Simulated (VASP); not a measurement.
# HfW in VASP: single point with r2SCAN

Aim: the single point of HfW with r2SCAN.

All numbers are computed with VASP 6.6.1; they aren't measurements. Logs are shortened: lines on timing, memory, paths and dates and some standing lists are left out, and cuts for length are marked.

### Step 1. The cell of the first run

The typed cell holds 2 atoms: a = 3.412 Å, b = 3.412 Å, c = 3.323 Å, α = 90.00°, β = 90.00°, γ = 60.00°.

### Step 2. Single point, r2SCAN

POSCAR reads:

```
HfW
1.0
    1.7060366600      2.9549402300      0.0000000000
   -1.7060366600      2.9549402300      0.0000000000
    0.0000000000      0.0000000000      3.3232341100
W Hf
1 1
Direct
    0.0000000000      0.0000000000      0.0000000000
    0.6667000000      0.6666000000      0.5000000000
```

INCAR.step1 reads:

```
ALGO     = Normal         # electronic algorithm
EDIFF    = 1E-4           # SCF threshold, eV
ENCUT    = 520            # plane-wave cutoff, eV
GGA      = PE             # functional
ISMEAR   = -1             # smearing method
LASPH    = True           # aspherical terms in the spheres
LCHARG   = False          # write CHGCAR
LREAL    = False          # projectors in reciprocal space
LWAVE    = True           # write WAVECAR
NBANDS   = 19             # bands
NELM     = 60             # most SCF steps
PREC     = Accurate       # precision mode
SIGMA    = 0.0118         # smearing width, eV
```

INCAR.step2 reads:

```
ALGO     = Normal         # electronic algorithm
EDIFF    = 1E-6           # SCF threshold, eV
ENCUT    = 520            # plane-wave cutoff, eV
ISIF     = 2              # what is computed and relaxed
ISMEAR   = -1             # smearing method
ISTART   = 1            
LASPH    = True           # aspherical terms in the spheres
LCHARG   = True           # write CHGCAR
LELF     = True           # ELF
LMIXTAU  = True         
LREAL    = False          # projectors in reciprocal space
LVHAR    = True         
LWAVE    = False          # write WAVECAR
METAGGA  = R2SCAN         # meta-GGA
NBANDS   = 19             # bands
NELM     = 60             # most SCF steps
PREC     = Accurate       # precision mode
SIGMA    = 0.0118         # smearing width, eV
```

KPOINTS reads:

```
k-points
0
Gamma
  9 9 8
```

Potentials or basis: VASP PAW PBE potentials, release 64 (W_sv, Hf_pv).

Run with:

```
$ cat potpaw_PBE.64/W_sv/POTCAR potpaw_PBE.64/Hf_pv/POTCAR > POTCAR
$ cp INCAR.step1 INCAR
$ mpirun -np 1 vasp_std > vasp.out
$ cp INCAR.step2 INCAR
$ mpirun -np 1 vasp_std > vasp.out
```

OUTCAR:

```text
EDIFF = 1E-6
   ENCUT = 520
   ISIF = 2
   ISMEAR = -1
   ISTART = 1
   LASPH = True
   LREAL = False
   METAGGA = R2SCAN
   NELM = 60
   PREC = Accurate

 ion  position               nearest neighbor table
   1  0.000  0.000  0.000-   2 2.58   2 2.58   2 2.58   2 2.58   2 2.58   2 2.58
   2  0.667  0.667  0.500-   1 2.58   1 2.58   1 2.58   1 2.58   1 2.58   1 2.58

  LATTYP: Found a hexagonal cell.
 ALAT       =     3.4120716358
 C/A-ratio  =     0.9739637571

  Lattice vectors:

 A1 = (   1.7060366600,  -2.9549402300,   0.0000000000)
 A2 = (   1.7060366600,   2.9549402300,   0.0000000000)
 A3 = (   0.0000000000,   0.0000000000,   3.3232341100)

Analysis of symmetry for initial positions (statically):
=====================================================================
 Subroutine PRICEL returns:
 Original cell was already a primitive cell.

 Routine SETGRP: Setting up the symmetry group for a
 hexagonal supercell.

 Subroutine GETGRP returns: Found  4 space group operations
 (whereof  4 operations were pure point group operations)
 out of a pool of 24 trial point group operations.

The static configuration has the point symmetry C_2v.

Analysis of symmetry for dynamics (positions and initial velocities):
=====================================================================
 Subroutine PRICEL returns:
 Original cell was already a primitive cell.

 Routine SETGRP: Setting up the symmetry group for a
 hexagonal supercell.

 Subroutine GETGRP returns: Found  4 space group operations
 (whereof  4 operations were pure point group operations)
 out of a pool of 24 trial point group operations.

The dynamic configuration has the point symmetry C_2v.

 Subroutine INISYM returns: Found  4 space group operations
 (whereof  4 operations are pure point group operations),
 and found     1 'primitive' translations

----------------------------------------------------------------------------------------

                                     Primitive cell

  volume of cell :      33.5064

  direct lattice vectors                    reciprocal lattice vectors
     1.706036660  2.954940230  0.000000000     0.293076938  0.169208160  0.000000000
    -1.706036660  2.954940230  0.000000000    -0.293076938  0.169208160  0.000000000
     0.000000000  0.000000000  3.323234110     0.000000000  0.000000000  0.300911692

  length of vectors
     3.412071636  3.412071636  3.323234110     0.338416153  0.338416153  0.300911692

  position of ions in fractional coordinates (direct lattice)
     0.000000000  0.000000000  0.000000000
     0.666700000  0.666600000  0.500000000

  ion indices of the primitive-cell ions
   primitive index   ion index
                 1           1
                 2           2

----------------------------------------------------------------------------------------

 KPOINTS: k-points

Automatic generation of k-mesh.
 Grid dimensions read from file:
 generate k-points for:    9    9    8

 Generating k-lattice:

  Cartesian coordinates                     Fractional coordinates (reciprocal lattice)
     0.032564104  0.018800907  0.000000000     0.111111111 -0.000000000  0.000000000
    -0.032564104  0.018800907  0.000000000    -0.000000000  0.111111111  0.000000000
     0.000000000  0.000000000  0.037613962     0.000000000  0.000000000  0.125000000

  Length of vectors
     0.037601795  0.037601795  0.037613962

  Shift w.r.t. Gamma in fractional coordinates (k-lattice)
     0.000000000  0.000000000  0.000000000

 Subroutine IBZKPT returns following result:
 ===========================================

 Found    125 irreducible k-points:

 Following reciprocal coordinates:
            Coordinates               Weight
  0.000000  0.000000  0.000000      1.000000
  0.111111 -0.000000  0.000000      4.000000
 -0.000000  0.111111  0.000000      2.000000
  0.222222 -0.000000  0.000000      4.000000
 -0.000000  0.222222  0.000000      2.000000
  0.333333  0.000000  0.000000      4.000000
[... 16 lines left out ...]
  0.333333 -0.444444  0.000000      4.000000
 -0.222222  0.333333  0.000000      4.000000
 [... further k-points ...]
   k-points           NKPTS =    125   k-points in BZ     NKDIM =    125   number of bands    NBANDS=     19
   number of dos      NEDOS =    301   number of ions     NIONS =      2
   total plane-waves  NPLWV =  21952
   dimension x,y,z NGX =    28 NGY =   28 NGZ =   28
   dimension x,y,z NGXF=    56 NGYF=   56 NGZF=   56
   ions per type =               1   1
   NGX,Y,Z   is equivalent  to a cutoff of  13.64, 13.64, 14.01 a.u.
   NGXF,Y,Z  is equivalent  to a cutoff of  27.28, 27.28, 28.01 a.u.
 SYSTEM =  unknown system
   PREC   = accura    normal or accurate (medium, high low for compatibility)
   ISTART =      1    job   : 0-new  1-cont  2-samecut
   ICHARG =      0    charge: 1-file 2-atom 10-const
   ISPIN  =      1    spin polarized calculation?
   LNONCOLLINEAR =      F non collinear calculations
   LSORBIT =      F    spin-orbit coupling
   LASPH  =      T    aspherical Exc in radial PAW
   ENCUT  =  520.0 eV  38.22 Ry    6.18 a.u.   6.34  6.34  6.18*2*pi/ulx,y,z
   NELM   =     60;   NELMIN=  2; NELMDL=  0     # of ELM steps
   EDIFF  = 0.1E-05   stopping-criterion for ELM
   LREAL  =      F    real-space projection
   EDIFFG = 0.1E-04   stopping-criterion for IOM
   NSW    =      0    number of steps for IOM
   IBRION =     -1    ionic relax: 0-MD 1-quasi-New 2-CG
   NFREE  =      0    steps in history (QN), initial steepest desc. (CG)
   ISIF   =      2    stress and relaxation
   ISYM   =      2    0-nonsym 1-usesym 2-fastsym
   POTIM  = 0.5000    time-step for ionic-motion
   TEBEG  =    0.0;   TEEND  =   0.0 temperature during run
   PSTRESS=    0.0 pullay stress
   NELECT =      24.0000    total number of electrons
   NUPDOWN=      -1.0000    fix difference up-down
   EMIN   =  10.00;   EMAX   =-10.00  energy-range for DOS
   EFERMI =   0.00;   METHOD = LEGACY
   ISMEAR =    -1;   SIGMA  =   0.01  broadening in eV -4-tet -1-fermi 0-gaus
   EFERMI_NEDOS =   21; number of points for ismear=-14 and -15
   IALGO  =     38    algorithm
   IMIX   =      4    mixing-type and parameters
     AMIX     =   0.40;   BMIX     =  1.00
     AMIX_MAG =   1.60;   BMIX_MAG =  1.00
  volume/ion in A,a.u.               =      16.75       113.06
  Fermi-wavevector in a.u.,A,eV,Ry     =   1.464769  2.768013 29.191970  2.145549
  Thomas-Fermi vector in A             =   2.580706
   LORBIT       =      0    0 simple, 1 ext, 2 COOP (PROOUT), +10 PAW based schemes
   METAGGA = R2SCAN    functional components
   LHFCALC =     F    Hartree Fock is set to
   AEXX    =    0.0000 exact exchange contribution
   IVDW    =     0    specifies the selected vdW correction
   LEPSILON=     F    determine dielectric tensor
   LRPA    =     F    only Hartree local field effects (RPA)
 non-spin polarized calculation
  energy-cutoff  :      520.00
  volume of cell :       33.51
 maximum number of plane-waves:       930
 NGX is ok and might be reduce to    28
   NGX = 13   NGY = 13   NGZ = 13

 number of electron      24.0000000 magnetization

 Free energy of the ion-electron system (eV)
  ---------------------------------------------------
  ext. energy  EPLUGINS =         0.00000000
  ---------------------------------------------------
  free energy    TOTEN  =       -93.90272055 eV

  energy without entropy =      -93.90231910  energy(sigma->0) =      -93.90251982

 E-fermi :   8.1207     XC(G=0): -13.9647

 val. band max:        8.1081783402   @ k =   0.1111  -0.0000   0.1250
 cond. band min:       8.1423839389   @ k =  -0.3333   0.3333   0.2500
 fundamental gap:      0.0342055987
 Fermi energy:         8.1206962708

 k-point     1 :       0.0000    0.0000    0.0000
  band No.  band energies     occupation
      1     -66.8423      2.00000
      2     -30.6262      2.00000
      3     -30.6261      2.00000
      4     -30.5705      2.00000
      5     -22.3337      2.00000
      6     -22.3337      2.00000
[... 11 lines left out ...]
     18      14.6115      0.00000
     19      17.3412      0.00000

 k-point     2 :       0.1111   -0.0000    0.0000
  band No.  band energies     occupation
      1     -66.8419      2.00000
      2     -30.6427      2.00000
      3     -30.6344      2.00000
      4     -30.5600      2.00000
      5     -22.3816      2.00000
      6     -22.3355      2.00000
[... 11 lines left out ...]
     18      14.9795      0.00000
     19      18.9525      0.00000

 k-point     3 :      -0.0000    0.1111    0.0000
  band No.  band energies     occupation
      1     -66.8419      2.00000
      2     -30.6428      2.00000
      3     -30.6343      2.00000
      4     -30.5600      2.00000
      5     -22.3816      2.00000
      6     -22.3355      2.00000
[... 11 lines left out ...]
     18      14.9774      0.00000
     19      18.9531      0.00000

 k-point     4 :       0.2222   -0.0000    0.0000
  band No.  band energies     occupation
      1     -66.8408      2.00000
      2     -30.6849      2.00000
      3     -30.6551      2.00000
      4     -30.5333      2.00000
      5     -22.4998      2.00000
      6     -22.3402      2.00000
[... 11 lines left out ...]
     18      15.8805      0.00000
     19      21.3167      0.00000

 k-point     5 :      -0.0000    0.2222    0.0000
  band No.  band energies     occupation
      1     -66.8408      2.00000
      2     -30.6850      2.00000
      3     -30.6550      2.00000
      4     -30.5333      2.00000
      5     -22.4999      2.00000
      6     -22.3402      2.00000
[... 11 lines left out ...]
     18      15.8788      0.00000
     19      21.3150      0.00000
[... 334 lines left out ...]
      2     -30.7559      2.00000
      3     -30.6876      2.00000
      4     -30.4891      2.00000
      5     -22.6380      2.00000
      6     -22.3951      2.00000
[... 11 lines left out ...]
     18      17.2227      0.00000
     19      17.6768      0.00000

 k-point    22 :      -0.4444    0.2222    0.0000
  band No.  band energies     occupation
      1     -66.8382      2.00000
      2     -30.7814      2.00000
      3     -30.6982      2.00000
      4     -30.4736      2.00000
      5     -22.6709      2.00000
      6     -22.4272      2.00000
[... 11 lines left out ...]
     18      15.2318      0.00000
     19      16.4689      0.00000

 k-point    23 :       0.3333   -0.4444    0.0000
  band No.  band energies     occupation
      1     -66.8382      2.00000
      2     -30.7814      2.00000
      3     -30.6982      2.00000
      4     -30.4736      2.00000
      5     -22.6709      2.00000
      6     -22.4272      2.00000
[... 11 lines left out ...]
     18      15.2315      0.00000
     19      16.4702      0.00000

 k-point    24 :      -0.2222    0.3333    0.0000
  band No.  band energies     occupation
      1     -66.8382      2.00000
      2     -30.7814      2.00000
      3     -30.6982      2.00000
      4     -30.4736      2.00000
      5     -22.6710      2.00000
      6     -22.4272      2.00000
[... 11 lines left out ...]
     18      15.2317      0.00000
     19      16.4698      0.00000

 [... further k-points ...]
[... 5 lines left out ...]
  --------------------------------------------------------------------------------------
  -------------------------------------------------------------------------------------
  Total        5.4351564      5.4316404     13.6832944     -0.0030387      0.0000000      0.0000000
  in kB      259.8930298    259.7249087    654.2944883     -0.1453010      0.0000000      0.0000000
  external PRESSURE =     391.3041423 kB  Pullay stress =       0.0000000 kB

 VOLUME and BASIS-vectors are now :
 -----------------------------------------------------------------------------
  energy-cutoff  :      520.00
  volume of cell :       33.51
      direct lattice vectors                 reciprocal lattice vectors
     1.706036660  2.954940230  0.000000000     0.293076938  0.169208160  0.000000000
    -1.706036660  2.954940230  0.000000000    -0.293076938  0.169208160  0.000000000
     0.000000000  0.000000000  3.323234110     0.000000000  0.000000000  0.300911692

 POSITION                                       TOTAL-FORCE (eV/Angst)
 -----------------------------------------------------------------------------------
      0.00000      0.00000      0.00000         0.002622     -0.001514      0.000000
      0.00017      3.93982      1.66162        -0.002622      0.001514      0.000000
 -----------------------------------------------------------------------------------
    total drift:                                0.000010      0.000014      0.000000

  FREE ENERGIE OF THE ION-ELECTRON SYSTEM (eV)
  ---------------------------------------------------
  free  energy   TOTEN  =       -93.9027205475 eV

  energy  without entropy=      -93.9023191019  energy(sigma->0) =      -93.90251982
```

It took 2.8 min on 1 thread of Intel Xeon Platinum 8488C (Sapphire Rapids), shared host; peak memory 0.23 GiB.

What came out:

| Item | Value |
| --- | --- |
| Free energy | -93.9027 eV |
| Pressure | 39.1 GPa |
| Largest force | 0.003 eV/Å |
| Band gap on the k mesh | zero (band 12 reaches 9.09 eV, above the bottom of band 13 at 5.53 eV) |

Forces in eV/Å, atoms in the order of the input:
```
W    0.003 -0.002  0.000
Hf  -0.003  0.002  0.000
```

Stress tensor (GPa, compression positive):
```
25.99 -0.01  0.00
-0.01 25.97  0.00
 0.00  0.00 65.43
```

Levels at points of the mesh, in eV from the Fermi level:
```tsv
k point	band 8	band 9	band 10	band 11	band 12	band 13	band 14	band 15	band 16	band 17
(0.00, 0.00, 0.00)	-8.33	-5.24	-1.04	-1.04	-0.41	-0.40	2.25	2.26	3.97	6.49
(0.00, 0.00, 0.50)	-4.12	-3.59	-2.75	-2.75	-2.59	-2.59	3.21	6.07	7.92	7.92
```

Caveat: the PAW data sets were made with another functional, which shifts forces and pressure a little; spin-orbit coupling is left out, which moves the levels of the heavy elements.
